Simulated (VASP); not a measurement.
# MgZn4Te (I4/mmm) in VASP: a series of runs

The runs below take MgZn4Te through relaxation of cell and atoms, single point, with PBE.

Program: VASP 6.6.1. These are calculated values, not measurements. Logs are shortened: lines on timing, memory, paths and dates and some standing lists are left out, and cuts for length are marked.

## 1. The cell of the first run

It takes space group I4/mmm (No. 139, tetragonal). Conventional cell: a = 5.427 Å, b = 5.427 Å, c = 7.166 Å, α = 90.00°, β = 90.00°, γ = 90.00°. Within 3.9 Å of Mg (site symmetry 4/mmm) lie 16 Zn at 2.86 to 3.82 Å and 6 Te at 3.58 to 3.84 Å. Zn (site symmetry 2mm) has 2 Zn at 1.79 Å within 2.4 Å. Within 3.9 Å of Te (site symmetry 4/mmm) lie 16 Zn at 2.86 to 3.82 Å and 6 Mg at 3.58 to 3.84 Å.

The cell was built from a structure type or drawn by symmetry, and may not be a known phase.

## 2. Relaxation of cell and atoms, PBE

INCAR

```
PREC = Accurate
ENCUT = 600
EDIFF = 1E-6
ISMEAR = 0
SIGMA = 0.1
LREAL = False
LASPH = True
NELM = 100
ALGO = Fast
ISIF = 3
LWAVE = False
LCHARG = False
GGA = PE
IBRION = 2
NSW = 90
EDIFFG = -0.04
```

KPOINTS

```
regular mesh
0
Gamma
  4 4 4
```

POSCAR

```
MgZn4Te
1.0
   -2.7133620900      2.7133620900      3.5830647700
    2.7133620900     -2.7133620900      3.5830647700
    2.7133620900      2.7133620900     -3.5830647700
Mg Zn Te
1 4 1
Direct
    0.0000000000      0.0000000000      0.0000000000
    0.6250738500      0.1250738500      0.5000000000
    0.1250738500      0.6250738500      0.5000000000
    0.3749261500      0.8749261500      0.5000000000
    0.8749261500      0.3749261500      0.5000000000
    0.5000000000      0.5000000000      0.0000000000
```

Potentials or basis: VASP PAW PBE potentials, release 64 (Mg, Zn, Te).

Launch:

```console
> cat potpaw_PBE.64/Mg/POTCAR potpaw_PBE.64/Zn/POTCAR potpaw_PBE.64/Te/POTCAR > POTCAR
> mpirun -np 1 vasp_std > vasp.out
```

OUTCAR:

```text
PREC = Accurate
   ENCUT = 600
   EDIFF = 1E-6
   ISMEAR = 0
   LREAL = False
   LASPH = True
   NELM = 100
   ISIF = 3
   GGA = PE
   IBRION = 2
   NSW = 90
   EDIFFG = -0.04

 ion  position               nearest neighbor table
   1  0.000  0.000  0.000-   4 2.86   5 2.86   2 2.86   3 2.86   2 2.86   3 2.86   5 2.86   4 2.86
                             6 3.58   6 3.58
   2  0.625  0.125  0.500-   5 1.79   4 1.79   1 2.86   6 2.86   6 2.86   1 2.86
   3  0.125  0.625  0.500-   4 1.79   5 1.79   1 2.86   6 2.86   1 2.86   6 2.86
   4  0.375  0.875  0.500-   3 1.79   2 1.79   1 2.86   6 2.86   1 2.86   6 2.86
   5  0.875  0.375  0.500-   2 1.79   3 1.79   1 2.86   6 2.86   6 2.86   1 2.86
   6  0.500  0.500  0.000-   4 2.86   5 2.86   2 2.86   3 2.86   3 2.86   2 2.86   4 2.86   5 2.86
                             1 3.58   1 3.58

  LATTYP: Found a body centered tetragonal cell.
 ALAT       =     5.4267241800
 C/A-ratio  =     1.3205258462

  Lattice vectors:

 A1 = (  -2.7133620900,   2.7133620900,   3.5830647700)
 A2 = (   2.7133620900,  -2.7133620900,   3.5830647700)
 A3 = (   2.7133620900,   2.7133620900,  -3.5830647700)

Analysis of symmetry for initial positions (statically):
=====================================================================
 Subroutine PRICEL returns:
 Original cell was already a primitive cell.

 Routine SETGRP: Setting up the symmetry group for a
 body centered tetragonal supercell.

 Subroutine GETGRP returns: Found 16 space group operations
 (whereof 16 operations were pure point group operations)
 out of a pool of 16 trial point group operations.

The static configuration has the point symmetry D_4h.

Analysis of symmetry for dynamics (positions and initial velocities):
=====================================================================
 Subroutine PRICEL returns:
 Original cell was already a primitive cell.

 Routine SETGRP: Setting up the symmetry group for a
 body centered tetragonal supercell.

 Subroutine GETGRP returns: Found 16 space group operations
 (whereof 16 operations were pure point group operations)
 out of a pool of 16 trial point group operations.

The dynamic configuration has the point symmetry D_4h.

 Subroutine INISYM returns: Found 16 space group operations
 (whereof 16 operations are pure point group operations),
 and found     1 'primitive' translations

----------------------------------------------------------------------------------------

                                     Primitive cell

  volume of cell :     105.5189

  direct lattice vectors                    reciprocal lattice vectors
    -2.713362090  2.713362090  3.583064770     0.000000000  0.184273231  0.139545342
     2.713362090 -2.713362090  3.583064770     0.184273231  0.000000000  0.139545342
     2.713362090  2.713362090 -3.583064770     0.184273231  0.184273231  0.000000000

  length of vectors
     5.250049601  5.250049601  5.250049601     0.231148278  0.231148278  0.260601703

  position of ions in fractional coordinates (direct lattice)
     0.000000000  0.000000000  0.000000000
     0.625073850  0.125073850  0.500000000
     0.125073850  0.625073850  0.500000000
     0.374926150  0.874926150  0.500000000
     0.874926150  0.374926150  0.500000000
     0.500000000  0.500000000  0.000000000

  ion indices of the primitive-cell ions
   primitive index   ion index
                 1           1
                 2           2
                 3           3
                 4           4
                 5           5
                 6           6

----------------------------------------------------------------------------------------

 KPOINTS: regular mesh

Automatic generation of k-mesh.
 Grid dimensions read from file:
 generate k-points for:    4    4    4

 Generating k-lattice:

  Cartesian coordinates                     Fractional coordinates (reciprocal lattice)
     0.000000000  0.046068308  0.034886336     0.250000000 -0.000000000  0.000000000
     0.046068308  0.000000000  0.034886336    -0.000000000  0.250000000  0.000000000
     0.046068308  0.046068308  0.000000000     0.000000000  0.000000000  0.250000000

  Length of vectors
     0.057787069  0.057787069  0.065150426

  Shift w.r.t. Gamma in fractional coordinates (k-lattice)
     0.000000000  0.000000000  0.000000000

 Subroutine IBZKPT returns following result:
 ===========================================

 Found     13 irreducible k-points:

 Following reciprocal coordinates:
            Coordinates               Weight
  0.000000  0.000000  0.000000      1.000000
  0.250000  0.000000 -0.000000      8.000000
  0.500000  0.000000 -0.000000      4.000000
  0.250000  0.250000 -0.000000      8.000000
  0.500000  0.250000 -0.000000     16.000000
 -0.250000  0.250000  0.000000      4.000000
  0.500000  0.500000 -0.000000      2.000000
  0.250000  0.250000  0.250000      2.000000
 -0.250000  0.250000  0.250000      4.000000
  0.500000  0.500000  0.250000      4.000000
 -0.250000  0.500000  0.250000      8.000000
 -0.250000 -0.250000  0.250000      2.000000
  0.500000  0.500000  0.500000      1.000000
   k-points           NKPTS =     13   k-points in BZ     NKDIM =     13   number of bands    NBANDS=     33
   number of dos      NEDOS =    301   number of ions     NIONS =      6
   total plane-waves  NPLWV =  74088
   dimension x,y,z NGX =    42 NGY =   42 NGZ =   42
   dimension x,y,z NGXF=    84 NGYF=   84 NGZF=   84
   ions per type =               1   4   1
   NGX,Y,Z   is equivalent  to a cutoff of  13.30, 13.30, 13.30 a.u.
   NGXF,Y,Z  is equivalent  to a cutoff of  26.60, 26.60, 26.60 a.u.
 SYSTEM =  unknown system
   PREC   = accura    normal or accurate (medium, high low for compatibility)
   ISTART =      0    job   : 0-new  1-cont  2-samecut
   ICHARG =      2    charge: 1-file 2-atom 10-const
   ISPIN  =      1    spin polarized calculation?
   LNONCOLLINEAR =      F non collinear calculations
   LSORBIT =      F    spin-orbit coupling
   LASPH  =      T    aspherical Exc in radial PAW
   ENCUT  =  600.0 eV  44.10 Ry    6.64 a.u.  10.49 10.49 10.49*2*pi/ulx,y,z
   NELM   =    100;   NELMIN=  2; NELMDL= -5     # of ELM steps
   EDIFF  = 0.1E-05   stopping-criterion for ELM
   LREAL  =      F    real-space projection
   EDIFFG = -.4E-01   stopping-criterion for IOM
   NSW    =     90    number of steps for IOM
   IBRION =      2    ionic relax: 0-MD 1-quasi-New 2-CG
   NFREE  =      1    steps in history (QN), initial steepest desc. (CG)
   ISIF   =      3    stress and relaxation
   ISYM   =      2    0-nonsym 1-usesym 2-fastsym
   POTIM  = 0.5000    time-step for ionic-motion
   TEBEG  =    0.0;   TEEND  =   0.0 temperature during run
   PSTRESS=    0.0 pullay stress
   NELECT =      56.0000    total number of electrons
   NUPDOWN=      -1.0000    fix difference up-down
   EMIN   =  10.00;   EMAX   =-10.00  energy-range for DOS
   EFERMI =   0.00;   METHOD = LEGACY
   ISMEAR =     0;   SIGMA  =   0.10  broadening in eV -4-tet -1-fermi 0-gaus
   EFERMI_NEDOS =   21; number of points for ismear=-14 and -15
   IALGO  =     68    algorithm
   IMIX   =      4    mixing-type and parameters
     AMIX     =   0.40;   BMIX     =  1.00
     AMIX_MAG =   1.60;   BMIX_MAG =  1.00
  volume/ion in A,a.u.               =      17.59       118.68
  Fermi-wavevector in a.u.,A,eV,Ry     =   1.325442  2.504723 23.902674  1.756797
  Thomas-Fermi vector in A             =   2.454903
   LORBIT       =      0    0 simple, 1 ext, 2 COOP (PROOUT), +10 PAW based schemes
   GGA     = PE    functional components
   LHFCALC =     F    Hartree Fock is set to
   AEXX    =    0.0000 exact exchange contribution
   IVDW    =     0    specifies the selected vdW correction
   LEPSILON=     F    determine dielectric tensor
   LRPA    =     F    only Hartree local field effects (RPA)
 conjugate gradient relaxation of ions
 non-spin polarized calculation
 RMM-DIIS sequential band-by-band and
 Gauss-broadening in eV      SIGMA  =   0.10
  energy-cutoff  :      600.00
  volume of cell :      105.52
 maximum number of plane-waves:      3558
 NGX is ok and might be reduce to    42
   NGX = 21   NGY = 21   NGZ = 21

--------------------------------------- Ionic step        1  -------------------------------------------

 number of electron      55.9999994 magnetization

 Free energy of the ion-electron system (eV)
  ---------------------------------------------------
  ext. energy  EPLUGINS =         0.00000000
  ---------------------------------------------------
  free energy    TOTEN  =         3.84741905 eV

  energy without entropy =        3.87224679  energy(sigma->0) =        3.85983292

 E-fermi :   4.6420     XC(G=0): -10.6026

 val. band max:        4.6321033112   @ k =   0.0000   0.0000   0.0000
 cond. band min:       4.6479553212   @ k =   0.5000   0.2500  -0.0000
 fundamental gap:      0.0158520100
 Fermi energy:         4.6419965378

 k-point     1 :       0.0000    0.0000    0.0000
  band No.  band energies     occupation
      1      -8.3969      2.00000
      2      -7.4236      2.00000
      3      -5.9078      2.00000
      4      -5.9078      2.00000
      5      -4.6962      2.00000
      6      -4.6520      2.00000
[... 534 lines left out ...]
  energy  without entropy=       -5.2754067755  energy(sigma->0) =       -5.28423441

--------------------------------------- Ionic step        3  -------------------------------------------

 number of electron      56.0000031 magnetization

------------------------ aborting loop EDIFF was not reached (unconverged)  ----------------------------

  FORCE on cell =-STRESS in cart. coord.  units (eV):
  Direction    XX          YY          ZZ          XY          YZ          ZX
  --------------------------------------------------------------------------------------
  -------------------------------------------------------------------------------------
  Total        1.0977331      1.0977331      7.7353741      0.0000000      0.0000000      0.0000000
  in kB       11.5522271     11.5522271     81.4048514      0.0000000      0.0000000      0.0000000
  external PRESSURE =      34.8364352 kB  Pullay stress =       0.0000000 kB

 VOLUME and BASIS-vectors are now :
 -----------------------------------------------------------------------------
  energy-cutoff  :      600.00
  volume of cell :      152.24
      direct lattice vectors                 reciprocal lattice vectors
    -2.772193528  2.772193528  4.952614585     0.000000000  0.180362588  0.100956776
     2.772193528 -2.772193528  4.952614585     0.180362588  0.000000000  0.100956776
     2.772193528  2.772193528 -4.952614585     0.180362588  0.180362588  0.000000000
[... 12 lines left out ...]
  FREE ENERGIE OF THE ION-ELECTRON SYSTEM (eV)
  ---------------------------------------------------
  free  energy   TOTEN  =        62.5628559370 eV

  energy  without entropy=       62.5928679655  energy(sigma->0) =       62.57786195

[... ionic steps 4 to 9 ...]

--------------------------------------- Ionic step       10  -------------------------------------------

 number of electron      55.9999967 magnetization

------------------------ aborting loop because EDIFF is reached ----------------------------------------

  FORCE on cell =-STRESS in cart. coord.  units (eV):
  Direction    XX          YY          ZZ          XY          YZ          ZX
  --------------------------------------------------------------------------------------
  -------------------------------------------------------------------------------------
  Total       -0.5050354     -0.5050354     -0.5550445      0.0000000      0.0000000      0.0000000
  in kB       -5.4029529     -5.4029529     -5.9379579      0.0000000      0.0000000      0.0000000
  external PRESSURE =      -5.5812879 kB  Pullay stress =       0.0000000 kB
[... 65 lines left out ...]
  energy  without entropy=       -7.7616605051  energy(sigma->0) =       -7.76453944

--------------------------------------- Ionic step       12  -------------------------------------------

 number of electron      55.9999955 magnetization

 Free energy of the ion-electron system (eV)
  ---------------------------------------------------
  ext. energy  EPLUGINS =         0.00000000
  ---------------------------------------------------
  free energy    TOTEN  =        -7.77107646 eV

  energy without entropy =       -7.76421567  energy(sigma->0) =       -7.76764607

 E-fermi :   2.0467     XC(G=0):  -9.1427

 val. band max:        1.9839082853   @ k =  -0.2500   0.2500   0.2500
 cond. band min:       2.0953025314   @ k =   0.5000   0.0000  -0.0000
 fundamental gap:      0.1113942461
 Fermi energy:         2.0467068686

 k-point     1 :       0.0000    0.0000    0.0000
  band No.  band energies     occupation
      1      -9.3463      2.00000
      2      -5.6367      2.00000
      3      -5.1532      2.00000
      4      -5.1532      2.00000
      5      -4.9930      2.00000
      6      -4.9525      2.00000
[... 490 lines left out ...]
  FREE ENERGIE OF THE ION-ELECTRON SYSTEM (eV)
  ---------------------------------------------------
  free  energy   TOTEN  =        -7.7710764630 eV

  energy  without entropy=       -7.7642156701  energy(sigma->0) =       -7.76764607

 reached required accuracy - stopping structural energy minimisation
```

It took 39 min on 1 thread of Intel Xeon 8259CL, shared host; peak memory 0.31 GiB.

What came out:

```yaml
Free_energy: -7.7711 eV
Relaxed_volume: 24.61 Å³/atom
Relaxed_cell: a = 6.305 Å, b = 6.305 Å, c = 6.305 Å, α = 128.93°, β = 128.93°, γ = 75.12°
Space_group_after_relaxing_to_0.1_Å: I4/mmm (No. 139)
Pressure_after_relaxing: -0.1 GPa
Largest_force_after_relaxing: 0.028 eV/Å
Band_gap_on_the_k_mesh: zero (bands 28 and 29 overlap by 1.55 eV)
```

Forces in eV/Å, atoms in the order of the input:
```
Mg   0.000  0.000  0.000
Zn   0.000  0.000 -0.028
Zn   0.000  0.000 -0.028
Zn   0.000  0.000  0.028
Zn   0.000  0.000  0.028
Te   0.000  0.000  0.000
```

Final structure:
```xyz
6
Lattice="-2.7177 2.7177 4.9978 2.7177 -2.7177 4.9978 2.7177 2.7177 -4.9978" Properties=species:S:1:pos:R:3 pbc="T T T"
Mg    0.0000    0.0000    0.0000
Zn    0.0000    2.7177    1.2849
Zn    2.7177    0.0000    1.2849
Zn    2.7177    0.0000    3.7128
Zn    0.0000    2.7177    3.7128
Te    0.0000    0.0000    4.9978
```

Caveat: the k points lie up to 0.33 Å⁻¹ apart in the final cell, too coarse for converged energies and pressures of a metal; the volume moved by over 15 % at a fixed basis, so the end points are rough; spin-orbit coupling is left out, which moves the levels of the heavy elements.

## 3. Single point, PBE

This run uses another cell than the first one, of 23.68 Å³/atom.

INCAR

```
PREC     = Accurate       # precision mode
ENCUT    = 520            # plane-wave cutoff, eV
EDIFF    = 1E-6           # SCF threshold, eV
ISMEAR   = 0              # smearing method
SIGMA    = 0.1            # smearing width, eV
LREAL    = F              # projectors in reciprocal space
LASPH    = T              # aspherical terms in the spheres
NELM     = 80             # most SCF steps
ALGO     = Fast           # electronic algorithm
ISIF     = 2              # what is computed and relaxed
LWAVE    = F              # write WAVECAR
LCHARG   = T              # write CHGCAR
GGA      = PE             # functional
LELF     = T              # ELF
LVHAR    = T            
NBANDS   = 37             # bands
```

KPOINTS

```
Automatic mesh
0
Gamma
  10 10 10
```

POSCAR

```
MgZn4Te
1.0
   -2.6141921650      2.6141921650      5.1973644218
    2.6141921650     -2.6141921650      5.1973644218
    2.6141921650      2.6141921650     -5.1973644218
Mg Zn Te
1 4 1
Direct
    0.0000000000      0.0000000000      0.0000000000
    0.6331099101      0.1331099101      0.5000000000
    0.1331099101      0.6331099101      0.5000000000
    0.3668900899      0.8668900899      0.5000000000
    0.8668900899      0.3668900899      0.5000000000
    0.5000000000      0.5000000000      0.0000000000
```

Potentials or basis: VASP PAW PBE potentials, release 64 (Mg, Zn, Te).

Launch:

```console
> cat potpaw_PBE.64/Mg/POTCAR potpaw_PBE.64/Zn/POTCAR potpaw_PBE.64/Te/POTCAR > POTCAR
> mpirun -np 1 vasp_std > vasp.out
```

Wall time 16 min (1 thread of Intel Xeon 8259CL, shared host); peak memory 0.66 GiB.

The run converged. Its results:

| Property | Result |
| --- | --- |
| Free energy | -7.8733 eV |
| Pressure | 0.2 GPa |
| Largest force | 0.008 eV/Å |
| Band gap on the k mesh | zero (bands 28 and 29 overlap by 1.81 eV) |

Forces on the atoms (eV/Å):
```
Mg   0.000  0.000  0.000
Zn   0.000  0.000 -0.008
Zn   0.000  0.000 -0.008
Zn   0.000  0.000  0.008
Zn   0.000  0.000  0.008
Te   0.000  0.000  0.000
```

Stress tensor (GPa, compression positive):
```
0.14 0.00 0.00
0.00 0.14 0.00
0.00 0.00 0.26
```

Levels at points of the mesh, in eV from the Fermi level:
```
           k point  band 25  band 26  band 27  band 28  band 29  band 30  band 31  band 32
(0.00, 0.00, 0.00)    -3.40    -2.92    -2.20    -1.25     0.58     0.58     0.85     1.64
(0.50, 0.00, 0.00)    -3.23    -2.48    -0.84    -0.44    -0.03     2.02     2.20     2.64
(0.50, 0.50, 0.00)    -3.36    -3.27    -1.09    -0.06     0.20     2.14     2.26     2.79
(0.50, 0.50, 0.50)    -3.83    -3.74    -0.20     1.08     1.58     1.58     2.39     3.00
```

Caveat: spin-orbit coupling is left out, which moves the levels of the heavy elements.
